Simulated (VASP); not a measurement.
# K3Pd (Pm-3m) in VASP: notebook, part 2 of 3

VASP 6.6.1. Earlier steps stand in the parts before.

## (3) Single point, PBE

This run uses another cell than the first one, of 40.36 Å³/atom, 1.020 times its volume.

Input file INCAR:

```
PREC = Accurate ; ENCUT = 520
EDIFF = 1E-7 ; ISMEAR = -1
SIGMA = 0.05 ; LREAL = F
LASPH = T ; NELM = 100
ALGO = Normal ; ISIF = 2
LWAVE = F ; LCHARG = T
GGA = PE ; LELF = T
LVHAR = T ; NBANDS = 26
```

Input file KPOINTS:

```
regular mesh
0
Gamma
  5 5 5
```

Input file POSCAR:

```
K3Pd
1.0
    5.4450130000      0.0000000000      0.0000000000
    0.0000000000      5.4450130000      0.0000000000
    0.0000000000      0.0000000000      5.4450130000
Pd K
1 3
Direct
    0.0000000000      0.0000000000      0.0000000000
    0.0000000000      0.5000000000      0.5000000000
    0.5000000000      0.0000000000      0.5000000000
    0.5000000000      0.5000000000      0.0000000000
```

Potentials or basis: VASP PAW PBE potentials, release 64 (Pd, K_sv).

On the command line:

```
cat potpaw_PBE.64/Pd/POTCAR potpaw_PBE.64/K_sv/POTCAR > POTCAR
mpirun -np 1 vasp_std > vasp.out
```

OUTCAR:

```text
PREC = Accurate
   ENCUT = 520
   EDIFF = 1E-7
   ISMEAR = -1
   LREAL = F
   LASPH = T
   NELM = 100
   ISIF = 2
   GGA = PE

 ion  position               nearest neighbor table
   1  0.000  0.000  0.000-
   2  0.000  0.500  0.500-
   3  0.500  0.000  0.500-
   4  0.500  0.500  0.000-

  LATTYP: Found a simple cubic cell.
 ALAT       =     5.4450130000

  Lattice vectors:

 A1 = (   5.4450130000,   0.0000000000,   0.0000000000)
 A2 = (   0.0000000000,   5.4450130000,   0.0000000000)
 A3 = (   0.0000000000,   0.0000000000,   5.4450130000)

Analysis of symmetry for initial positions (statically):
=====================================================================
 Subroutine PRICEL returns:
 Original cell was already a primitive cell.

 Routine SETGRP: Setting up the symmetry group for a
 simple cubic supercell.

 Subroutine GETGRP returns: Found 48 space group operations
 (whereof 48 operations were pure point group operations)
 out of a pool of 48 trial point group operations.

The static configuration has the point symmetry O_h .

Analysis of symmetry for dynamics (positions and initial velocities):
=====================================================================
 Subroutine PRICEL returns:
 Original cell was already a primitive cell.

 Routine SETGRP: Setting up the symmetry group for a
 simple cubic supercell.

 Subroutine GETGRP returns: Found 48 space group operations
 (whereof 48 operations were pure point group operations)
 out of a pool of 48 trial point group operations.

The dynamic configuration has the point symmetry O_h .

 Subroutine INISYM returns: Found 48 space group operations
 (whereof 48 operations are pure point group operations),
 and found     1 'primitive' translations

----------------------------------------------------------------------------------------

                                     Primitive cell

  volume of cell :     161.4347

  direct lattice vectors                    reciprocal lattice vectors
     5.445013000  0.000000000  0.000000000     0.183654291  0.000000000  0.000000000
     0.000000000  5.445013000  0.000000000     0.000000000  0.183654291  0.000000000
     0.000000000  0.000000000  5.445013000     0.000000000  0.000000000  0.183654291

  length of vectors
     5.445013000  5.445013000  5.445013000     0.183654291  0.183654291  0.183654291

  position of ions in fractional coordinates (direct lattice)
     0.000000000  0.000000000  0.000000000
     0.000000000  0.500000000  0.500000000
     0.500000000  0.000000000  0.500000000
     0.500000000  0.500000000  0.000000000

  ion indices of the primitive-cell ions
   primitive index   ion index
                 1           1
                 2           2
                 3           3
                 4           4

----------------------------------------------------------------------------------------

 KPOINTS: regular mesh

Automatic generation of k-mesh.
 Grid dimensions read from file:
 generate k-points for:    5    5    5

 Generating k-lattice:

  Cartesian coordinates                     Fractional coordinates (reciprocal lattice)
     0.036730858  0.000000000  0.000000000     0.200000000  0.000000000  0.000000000
     0.000000000  0.036730858  0.000000000     0.000000000  0.200000000  0.000000000
     0.000000000  0.000000000  0.036730858     0.000000000  0.000000000  0.200000000

  Length of vectors
     0.036730858  0.036730858  0.036730858

  Shift w.r.t. Gamma in fractional coordinates (k-lattice)
     0.000000000  0.000000000  0.000000000

 Subroutine IBZKPT returns following result:
 ===========================================

 Found     10 irreducible k-points:

 Following reciprocal coordinates:
            Coordinates               Weight
  0.000000  0.000000  0.000000      1.000000
  0.200000  0.000000  0.000000      6.000000
  0.400000  0.000000  0.000000      6.000000
  0.200000  0.200000  0.000000     12.000000
  0.400000  0.200000  0.000000     24.000000
  0.400000  0.400000  0.000000     12.000000
  0.200000  0.200000  0.200000      8.000000
  0.400000  0.200000  0.200000     24.000000
  0.400000  0.400000  0.200000     24.000000
  0.400000  0.400000  0.400000      8.000000
   k-points           NKPTS =     10   k-points in BZ     NKDIM =     10   number of bands    NBANDS=     26
   number of dos      NEDOS =    301   number of ions     NIONS =      4
   total plane-waves  NPLWV =  64000
   dimension x,y,z NGX =    40 NGY =   40 NGZ =   40
   dimension x,y,z NGXF=    80 NGYF=   80 NGZF=   80
   ions per type =               1   3
   NGX,Y,Z   is equivalent  to a cutoff of  12.21, 12.21, 12.21 a.u.
   NGXF,Y,Z  is equivalent  to a cutoff of  24.43, 24.43, 24.43 a.u.
 SYSTEM =  unknown system
   PREC   = accura    normal or accurate (medium, high low for compatibility)
   ISTART =      0    job   : 0-new  1-cont  2-samecut
   ICHARG =      2    charge: 1-file 2-atom 10-const
   ISPIN  =      1    spin polarized calculation?
   LNONCOLLINEAR =      F non collinear calculations
   LSORBIT =      F    spin-orbit coupling
   LASPH  =      T    aspherical Exc in radial PAW
   ENCUT  =  520.0 eV  38.22 Ry    6.18 a.u.  10.12 10.12 10.12*2*pi/ulx,y,z
   NELM   =    100;   NELMIN=  2; NELMDL= -5     # of ELM steps
   EDIFF  = 0.1E-06   stopping-criterion for ELM
   LREAL  =      F    real-space projection
   EDIFFG = 0.1E-05   stopping-criterion for IOM
   NSW    =      0    number of steps for IOM
   IBRION =     -1    ionic relax: 0-MD 1-quasi-New 2-CG
   NFREE  =      0    steps in history (QN), initial steepest desc. (CG)
   ISIF   =      2    stress and relaxation
   ISYM   =      2    0-nonsym 1-usesym 2-fastsym
   POTIM  = 0.5000    time-step for ionic-motion
   TEBEG  =    0.0;   TEEND  =   0.0 temperature during run
   PSTRESS=    0.0 pullay stress
   NELECT =      37.0000    total number of electrons
   NUPDOWN=      -1.0000    fix difference up-down
   EMIN   =  10.00;   EMAX   =-10.00  energy-range for DOS
   EFERMI =   0.00;   METHOD = LEGACY
   ISMEAR =    -1;   SIGMA  =   0.05  broadening in eV -4-tet -1-fermi 0-gaus
   EFERMI_NEDOS =   21; number of points for ismear=-14 and -15
   IALGO  =     38    algorithm
   IMIX   =      4    mixing-type and parameters
     AMIX     =   0.40;   BMIX     =  1.00
     AMIX_MAG =   1.60;   BMIX_MAG =  1.00
  volume/ion in A,a.u.               =      40.36       272.35
  Fermi-wavevector in a.u.,A,eV,Ry     =   1.001866  1.893253 13.656662  1.003736
  Thomas-Fermi vector in A             =   2.134316
   LORBIT       =      0    0 simple, 1 ext, 2 COOP (PROOUT), +10 PAW based schemes
   GGA     = PE    functional components
[... 5 lines left out ...]
 non-spin polarized calculation
  energy-cutoff  :      520.00
  volume of cell :      161.43
 maximum number of plane-waves:      4385
   NGX = 21   NGY = 21   NGZ = 21

 number of electron      37.0000014 magnetization

 Free energy of the ion-electron system (eV)
  ---------------------------------------------------
  ext. energy  EPLUGINS =         0.00000000
  ---------------------------------------------------
  free energy    TOTEN  =        -7.56288675 eV

  energy without entropy =       -7.54733659  energy(sigma->0) =       -7.55511167

 E-fermi :   1.3065     XC(G=0):  -7.3615

 val. band max:        1.0527529017   @ k =   0.4000   0.2000   0.2000
 cond. band min:       1.3064612754   @ k =   0.4000   0.4000   0.0000
 fundamental gap:      0.2537083737
 Fermi energy:         1.3064539327

 k-point     1 :       0.0000    0.0000    0.0000
  band No.  band energies     occupation
      1     -30.5158      2.00000
      2     -30.4640      2.00000
      3     -30.4640      2.00000
      4     -14.1781      2.00000
      5     -14.1781      2.00000
      6     -14.1781      2.00000
[... 18 lines left out ...]
     25       4.6342      0.00000
     26       4.6342      0.00000
[... 238 lines left out ...]
      4     -14.3300      2.00000
      5     -14.0582      2.00000
      6     -14.0549      2.00000
[... 18 lines left out ...]
     25       3.8735      0.00000
     26       6.1188      0.00000

------------------------ aborting loop because EDIFF is reached ----------------------------------------

  FORCE on cell =-STRESS in cart. coord.  units (eV):
  Direction    XX          YY          ZZ          XY          YZ          ZX
  --------------------------------------------------------------------------------------
  -------------------------------------------------------------------------------------
  Total       -0.0223351     -0.0223351     -0.0223351     -0.0000000      0.0000000     -0.0000000
  in kB       -0.2216676     -0.2216676     -0.2216676     -0.0000000      0.0000000     -0.0000000
  external PRESSURE =      -0.2216676 kB  Pullay stress =       0.0000000 kB

 VOLUME and BASIS-vectors are now :
 -----------------------------------------------------------------------------
  energy-cutoff  :      520.00
  volume of cell :      161.43
      direct lattice vectors                 reciprocal lattice vectors
     5.445013000  0.000000000  0.000000000     0.183654291  0.000000000  0.000000000
     0.000000000  5.445013000  0.000000000     0.000000000  0.183654291  0.000000000
     0.000000000  0.000000000  5.445013000     0.000000000  0.000000000  0.183654291

 POSITION                                       TOTAL-FORCE (eV/Angst)
 -----------------------------------------------------------------------------------
      0.00000      0.00000      0.00000         0.000000      0.000000      0.000000
      0.00000      2.72251      2.72251         0.000000      0.000000      0.000000
      2.72251      0.00000      2.72251         0.000000      0.000000      0.000000
      2.72251      2.72251      0.00000         0.000000      0.000000      0.000000
 -----------------------------------------------------------------------------------
    total drift:                               -0.000000     -0.000000     -0.000000

  FREE ENERGIE OF THE ION-ELECTRON SYSTEM (eV)
  ---------------------------------------------------
  free  energy   TOTEN  =        -7.5628867500 eV

  energy  without entropy=       -7.5473365884  energy(sigma->0) =       -7.55511167
```

stdout:

```text
POSCAR found type information on POSCAR PdK
 POSCAR found :  2 types and       4 ions
 scaLAPACK will be used
 LDA part: xc-table for (Slater+PW92), standard interpolation
 POSCAR, INCAR and KPOINTS ok, starting setup
 FFT: planning ... GRIDC
 FFT: planning ... GRID_SOFT
 FFT: planning ... GRID
 WAVECAR not read
 entering main loop
```

Wall time 28 s (1 thread of Intel Xeon Platinum 8488C (Sapphire Rapids), shared host); peak memory 0.24 GiB.

Results:

* Free energy: -7.5629 eV
* Pressure: 0.0 GPa

(Part 2 of 3 ends here.)
